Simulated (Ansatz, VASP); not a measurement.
**MoS2: VASP beside Ansatz**

```
CELL_PARAMETERS angstrom
3.14081 0.00000 0.00000
-1.57041 2.72002 0.00000
0.00000 0.00000 5.55348
ATOMIC_POSITIONS crystal
Mo 0.00000 0.00000 0.50000
S 0.33333 0.66667 0.21774
S 0.66667 0.33333 0.78226
```

Alike in both runs: functional PBEsol; dispersion D3(BJ); k mesh 10 × 10 × 5; occupations fermi-dirac, width 0.15 eV; no spin polarisation.

Ansatz relaxed the structure, and its values are those at the end. VASP's run is a single point on that final structure, the one shown.

|  | VASP | Ansatz |
| --- | --- | --- |
| version | VASP 6.6.1 | Ansatz 0.2.0 |
| potentials or method | VASP PAW PBE potentials, release 64 (Mo_sv, S), cutoff 520 eV | plane waves, PAW |
| valence electrons in the cell | 26 | 26 |

|  | VASP | Ansatz | Ansatz less VASP |
| --- | --- | --- | --- |
| pressure (GPa) | 0.1 | 0.0 | -0.07 |

VASP's potentials were made for PBE, not for PBEsol.
